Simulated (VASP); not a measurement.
# LiH5 in VASP: a series of runs

The runs below take LiH5 through single point, with PBE.

Program: VASP 6.6.1. These are calculated values, not measurements. Logs are shortened: lines on timing, memory, paths and dates and some standing lists are left out, and cuts for length are marked.

**1. The cell of the first run**

The typed cell holds 6 atoms: a = 4.168 Å, b = 3.133 Å, c = 3.133 Å, α = 135.04°, β = 90.00°, γ = 90.00°.

The cell was generated, and may not be a known phase.

**2. Single point, PBE**

INCAR reads:

```
ALGO = Normal
EDIFF = 1E-6
ENCUT = 750
GGA = PE
GGA_COMPAT = F
ISIF = 2
ISMEAR = 0
LASPH = T
LCHARG = T
LELF = T
LREAL = F
LVHAR = T
LWAVE = F
NBANDS = 13
NELM = 120
PREC = Accurate
SIGMA = 0.1
```

KPOINTS reads:

```
k-points
0
Gamma
  4 6 6
```

POSCAR reads:

```
LiH5
1.0
    4.1680078018      0.0000000000      0.0000000000
    0.0000000000      2.8945521498      1.1976724212
    0.0000000000     -2.8945521498      1.1976724212
Li H
1 5
Direct
    0.5000000000      0.3721957368      0.3721957368
    0.2244860223      0.0902738272      0.6540136259
    0.7755139777      0.6540136259      0.0902738272
    0.2244860223      0.6540136259      0.0902738272
    0.7755139777      0.0902738272      0.6540136259
    0.0000000000      0.8721163971      0.8721163971
```

Potentials or basis: VASP PAW PBE potentials, release 64 (Li_sv, H).

The run is started by

```bash
cat potpaw_PBE.64/Li_sv/POTCAR potpaw_PBE.64/H/POTCAR > POTCAR
mpirun -np 1 vasp_std > vasp.out
```

OUTCAR:

```text
EDIFF = 1E-6
   ENCUT = 750
   GGA = PE
   ISIF = 2
   ISMEAR = 0
   LASPH = T
   LREAL = F
   NELM = 120
   PREC = Accurate

 ion  position               nearest neighbor table
   1  0.500  0.372  0.372-
   2  0.224  0.090  0.654-
   3  0.776  0.654  0.090-
   4  0.224  0.654  0.090-
   5  0.776  0.090  0.654-
   6  0.000  0.872  0.872-

  LATTYP: Found a base centered orthorhombic cell.
 ALAT       =     2.3953448424
 B/A-ratio  =     2.4168145635
 C/A-ratio  =     1.7400449939

  Lattice vectors:

 A1 = (   0.0000000000,   2.8945521498,   1.1976724212)
 A2 = (   0.0000000000,  -2.8945521498,   1.1976724212)
 A3 = (   4.1680078018,   0.0000000000,   0.0000000000)

Analysis of symmetry for initial positions (statically):
=====================================================================
 Subroutine PRICEL returns:
 Original cell was already a primitive cell.

 Routine SETGRP: Setting up the symmetry group for a
 base centered orthorhombic supercell.

 Subroutine GETGRP returns: Found  4 space group operations
 (whereof  4 operations were pure point group operations)
 out of a pool of  8 trial point group operations.

The static configuration has the point symmetry C_2v.

Analysis of symmetry for dynamics (positions and initial velocities):
=====================================================================
 Subroutine PRICEL returns:
 Original cell was already a primitive cell.

 Routine SETGRP: Setting up the symmetry group for a
 base centered orthorhombic supercell.

 Subroutine GETGRP returns: Found  4 space group operations
 (whereof  4 operations were pure point group operations)
 out of a pool of  8 trial point group operations.

The dynamic configuration has the point symmetry C_2v.

 Subroutine INISYM returns: Found  4 space group operations
 (whereof  4 operations are pure point group operations),
 and found     1 'primitive' translations

----------------------------------------------------------------------------------------

                                     Primitive cell

  volume of cell :      28.8987

  direct lattice vectors                    reciprocal lattice vectors
     4.168007802  0.000000000  0.000000000     0.239922775  0.000000000  0.000000000
     0.000000000  2.894552150  1.197672421     0.000000000  0.172738294  0.417476424
     0.000000000 -2.894552150  1.197672421     0.000000000 -0.172738294  0.417476424

  length of vectors
     4.168007802  3.132547107  3.132547107     0.239922775  0.451802040  0.451802040

  position of ions in fractional coordinates (direct lattice)
     0.500000000  0.372195737  0.372195737
     0.224486022  0.090273827  0.654013626
     0.775513978  0.654013626  0.090273827
     0.224486022  0.654013626  0.090273827
     0.775513978  0.090273827  0.654013626
     0.000000000  0.872116397  0.872116397

  ion indices of the primitive-cell ions
   primitive index   ion index
                 1           1
                 2           2
                 3           3
                 4           4
                 5           5
                 6           6

----------------------------------------------------------------------------------------

 KPOINTS: k-points

Automatic generation of k-mesh.
 Grid dimensions read from file:
 generate k-points for:    4    6    6

 Generating k-lattice:

  Cartesian coordinates                     Fractional coordinates (reciprocal lattice)
     0.059980694  0.000000000  0.000000000     0.250000000  0.000000000  0.000000000
     0.000000000  0.028789716  0.069579404     0.000000000  0.166666667 -0.000000000
     0.000000000 -0.028789716  0.069579404     0.000000000 -0.000000000  0.166666667

  Length of vectors
     0.059980694  0.075300340  0.075300340

  Shift w.r.t. Gamma in fractional coordinates (k-lattice)
     0.000000000  0.000000000  0.000000000

 Subroutine IBZKPT returns following result:
 ===========================================

 Found     39 irreducible k-points:

 Following reciprocal coordinates:
            Coordinates               Weight
  0.000000  0.000000  0.000000      1.000000
  0.250000  0.000000  0.000000      2.000000
  0.500000  0.000000  0.000000      1.000000
  0.000000  0.166667  0.000000      4.000000
  0.250000  0.166667  0.000000      8.000000
  0.500000  0.166667  0.000000      4.000000
[... 16 lines left out ...]
  0.250000 -0.333333  0.166667      8.000000
  0.500000 -0.333333  0.166667      4.000000
 [... further k-points ...]
   k-points           NKPTS =     39   k-points in BZ     NKDIM =     39   number of bands    NBANDS=     13
   number of dos      NEDOS =    301   number of ions     NIONS =      6
   total plane-waves  NPLWV =  31360
   dimension x,y,z NGX =    40 NGY =   28 NGZ =   28
   dimension x,y,z NGXF=    80 NGYF=   56 NGZF=   56
   ions per type =               1   5
   NGX,Y,Z   is equivalent  to a cutoff of  15.95, 14.86, 14.86 a.u.
   NGXF,Y,Z  is equivalent  to a cutoff of  31.91, 29.72, 29.72 a.u.
 SYSTEM =  unknown system
   PREC   = accura    normal or accurate (medium, high low for compatibility)
   ISTART =      0    job   : 0-new  1-cont  2-samecut
   ICHARG =      2    charge: 1-file 2-atom 10-const
   ISPIN  =      1    spin polarized calculation?
   LNONCOLLINEAR =      F non collinear calculations
   LSORBIT =      F    spin-orbit coupling
   LASPH  =      T    aspherical Exc in radial PAW
   ENCUT  =  750.0 eV  55.12 Ry    7.42 a.u.   9.31  6.99  6.99*2*pi/ulx,y,z
   NELM   =    120;   NELMIN=  2; NELMDL= -5     # of ELM steps
   EDIFF  = 0.1E-05   stopping-criterion for ELM
   LREAL  =      F    real-space projection
   EDIFFG = 0.1E-04   stopping-criterion for IOM
   NSW    =      0    number of steps for IOM
   IBRION =     -1    ionic relax: 0-MD 1-quasi-New 2-CG
   NFREE  =      0    steps in history (QN), initial steepest desc. (CG)
   ISIF   =      2    stress and relaxation
   ISYM   =      2    0-nonsym 1-usesym 2-fastsym
   POTIM  = 0.5000    time-step for ionic-motion
   TEBEG  =    0.0;   TEEND  =   0.0 temperature during run
   PSTRESS=    0.0 pullay stress
   NELECT =       8.0000    total number of electrons
   NUPDOWN=      -1.0000    fix difference up-down
   EMIN   =  10.00;   EMAX   =-10.00  energy-range for DOS
   EFERMI =   0.00;   METHOD = LEGACY
   ISMEAR =     0;   SIGMA  =   0.10  broadening in eV -4-tet -1-fermi 0-gaus
   EFERMI_NEDOS =   21; number of points for ismear=-14 and -15
   IALGO  =     38    algorithm
   IMIX   =      4    mixing-type and parameters
     AMIX     =   0.40;   BMIX     =  1.00
     AMIX_MAG =   1.60;   BMIX_MAG =  1.00
  volume/ion in A,a.u.               =       4.82        32.50
  Fermi-wavevector in a.u.,A,eV,Ry     =   1.066954  2.016250 15.488734  1.138390
  Thomas-Fermi vector in A             =   2.202554
   LORBIT       =      0    0 simple, 1 ext, 2 COOP (PROOUT), +10 PAW based schemes
   GGA     = PE    functional components
   LHFCALC =     F    Hartree Fock is set to
   AEXX    =    0.0000 exact exchange contribution
   IVDW    =     0    specifies the selected vdW correction
   LEPSILON=     F    determine dielectric tensor
   LRPA    =     F    only Hartree local field effects (RPA)
 non-spin polarized calculation
 Gauss-broadening in eV      SIGMA  =   0.10
  energy-cutoff  :      750.00
  volume of cell :       28.90
 maximum number of plane-waves:      1372
 NGX is ok and might be reduce to    40
   NGX = 19   NGY = 13   NGZ = 13

 number of electron       7.9999998 magnetization

 Free energy of the ion-electron system (eV)
  ---------------------------------------------------
  ext. energy  EPLUGINS =         0.00000000
  ---------------------------------------------------
  free energy    TOTEN  =       -15.81794479 eV

  energy without entropy =      -15.81645906  energy(sigma->0) =      -15.81720192

 E-fermi :   2.4921     XC(G=0):  -9.4664

 val. band max:        2.3429921234   @ k =   0.5000   0.3333   0.0000
 cond. band min:       2.5364332766   @ k =   0.5000   0.5000   0.1667
 fundamental gap:      0.1934411533
 Fermi energy:         2.4920954677

 k-point     1 :       0.0000    0.0000    0.0000
  band No.  band energies     occupation
      1     -44.7862      2.00000
      2     -10.0995      2.00000
      3      -4.9047      2.00000
      4       1.4126      2.00000
      5       7.5977      0.00000
      6       8.1530      0.00000
      7      13.4861      0.00000
      8      13.9486      0.00000
      9      14.2243      0.00000
     10      18.7885      0.00000
     11      19.5237      0.00000
     12      20.6163      0.00000
     13      21.6234      0.00000

 k-point     2 :       0.2500    0.0000    0.0000
  band No.  band energies     occupation
      1     -44.7860      2.00000
      2      -9.7801      2.00000
      3      -5.9746      2.00000
      4       2.7962      0.00002
      5       8.2495      0.00000
      6       8.6307      0.00000
      7      12.1323      0.00000
      8      13.0457      0.00000
      9      15.1200      0.00000
     10      16.8002      0.00000
     11      18.6622      0.00000
     12      20.8806      0.00000
     13      21.3261      0.00000
[... 321 lines left out ...]
 k-point    23 :       0.2500   -0.3333    0.1667
  band No.  band energies     occupation
      1     -44.7617      2.00000
      2      -8.3224      2.00000
      3      -4.7488      2.00000
      4       0.3730      2.00000
      5       6.0437      0.00000
      6       7.4668      0.00000
      7       9.5897      0.00000
      8      12.2066      0.00000
      9      12.6427      0.00000
     10      16.4599      0.00000
     11      19.1103      0.00000
     12      21.0554      0.00000
     13      21.7150      0.00000

 k-point    24 :       0.5000   -0.3333    0.1667
  band No.  band energies     occupation
      1     -44.7616      2.00000
      2      -7.6841      2.00000
      3      -5.9752      2.00000
      4       0.8058      2.00000
      5       5.4213      0.00000
      6       9.8369      0.00000
      7      10.7949      0.00000
      8      10.9630      0.00000
      9      11.9422      0.00000
     10      17.4910      0.00000
     11      17.9532      0.00000
     12      20.3594      0.00000
     13      20.7458      0.00000

 [... further k-points ...]

------------------------ aborting loop because EDIFF is reached ----------------------------------------

  FORCE on cell =-STRESS in cart. coord.  units (eV):
  Direction    XX          YY          ZZ          XY          YZ          ZX
  --------------------------------------------------------------------------------------
  -------------------------------------------------------------------------------------
  Total       -0.0217561     -0.0118253     -0.0436917      0.0000000      0.0000000      0.0000000
  in kB       -1.2061840     -0.6556066     -2.4223195      0.0000000      0.0000000      0.0000000
  external PRESSURE =      -1.4280367 kB  Pullay stress =       0.0000000 kB

 VOLUME and BASIS-vectors are now :
 -----------------------------------------------------------------------------
  energy-cutoff  :      750.00
  volume of cell :       28.90
      direct lattice vectors                 reciprocal lattice vectors
     4.168007802  0.000000000  0.000000000     0.239922775  0.000000000  0.000000000
     0.000000000  2.894552150  1.197672421     0.000000000  0.172738294  0.417476424
     0.000000000 -2.894552150  1.197672421     0.000000000 -0.172738294  0.417476424

 POSITION                                       TOTAL-FORCE (eV/Angst)
 -----------------------------------------------------------------------------------
      2.08400      0.00000      0.89154         0.000000      0.000000     -0.000197
      0.93566     -1.63177      0.89141         0.007144      0.008131      0.000008
      3.23235      1.63177      0.89141        -0.007144     -0.008131      0.000008
      0.93566      1.63177      0.89141         0.007144     -0.008131      0.000008
      3.23235     -1.63177      0.89141        -0.007144      0.008131      0.000008
      0.00000      0.00000      2.08902         0.000000      0.000000      0.000166
 -----------------------------------------------------------------------------------
    total drift:                                0.000000     -0.000000     -0.000056

  FREE ENERGIE OF THE ION-ELECTRON SYSTEM (eV)
  ---------------------------------------------------
  free  energy   TOTEN  =       -15.8179447907 eV

  energy  without entropy=      -15.8164590567  energy(sigma->0) =      -15.81720192
```

Wall time 14 s (1 thread of AMD EPYC 9R45 (Zen 5), shared host); peak memory 0.15 GiB.

Results:

```yaml
Free_energy: -15.8179 eV
Pressure: -0.1 GPa
Largest_force: 0.011 eV/Å
Band_gap_on_the_k_mesh: zero (bands 4 and 5 overlap by 4.04 eV)
```

Forces in eV/Å, atoms in the order of the input:
```
Li   0.000  0.000  0.000
H    0.007  0.008  0.000
H   -0.007 -0.008  0.000
H    0.007 -0.008  0.000
H   -0.007  0.008  0.000
H    0.000  0.000  0.000
```

Caveat: the k points lie up to 0.47 Å⁻¹ apart, too coarse for converged energies and pressures of a metal.

**3. Single point, PBE**

This run uses another cell than the first one, of 6.02 Å³/atom.

INCAR reads:

```
SYSTEM = LiH5
PREC = Accurate ; ENCUT = 750
EDIFF = 1E-6 ; ISMEAR = 0
SIGMA = 0.1 ; LREAL = .FALSE.
LASPH = .TRUE. ; NELM = 120
ALGO = Normal ; ISIF = 2
LWAVE = .FALSE. ; LCHARG = .TRUE.
GGA = PE ; LELF = .TRUE.
LVHAR = .TRUE. ; NBANDS = 13
GGA_COMPAT = .FALSE.
```

KPOINTS reads:

```
Automatic mesh
0
G
  16 16 10
  0 0 0
```

POSCAR reads:

```
LiH5
1.0
    1.0870403683     -4.6117355490      0.0000000000
    1.0870403683      4.6117355490      0.0000000000
    0.0000000000      0.0000000000      3.5996938620
Li H
1 5
Direct
    0.5000000000      0.5000000000      0.5000000000
    0.7514216159      0.2485783841      0.7571951777
    0.2485783841      0.7514216159      0.2428048223
    0.2485783841      0.7514216159      0.7571951777
    0.7514216159      0.2485783841      0.2428048223
    0.0000000000      0.0000000000      0.0000000000
```

Potentials or basis: VASP PAW PBE potentials, release 64 (Li_sv, H).

The run is started by

```bash
cat potpaw_PBE.64/Li_sv/POTCAR potpaw_PBE.64/H/POTCAR > POTCAR
mpirun -np 1 vasp_std > vasp.out
```

It took 3.6 min on 1 thread of AMD EPYC 9R45 (Zen 5), shared host; peak memory 0.39 GiB.

Results (log left out):

- Free energy: -16.1578 eV
- Pressure: -0.1 GPa
- Band gap on the k mesh: zero (bands 4 and 5 overlap by 1.90 eV)

Stress tensor (GPa, compression positive):
```
-0.18  0.00  0.00
 0.00 -0.03  0.00
 0.00  0.00 -0.08
```

Levels at points of the mesh, in eV from the Fermi level:
```
           k point  band 2  band 3  band 4  band 5  band 6  band 7
(0.00, 0.00, 0.00)  -11.75   -4.85   -3.72    0.99    5.38    6.32
(0.50, 0.00, 0.00)   -4.05   -3.81   -0.37    2.93    2.93    6.91
(0.50, 0.50, 0.00)  -11.64   -4.85   -4.78    5.06    5.32    5.42
(0.00, 0.00, 0.50)   -9.48   -9.10   -3.51    3.02    3.69    4.95
(0.50, 0.00, 0.50)   -1.71   -1.49   -1.43   -1.25    1.24    3.86
(0.50, 0.50, 0.50)   -9.24   -9.10   -4.48    1.34    7.10   10.06
```

The gap in the log of VASP goes by the Fermi energy; the results here count the filled bands.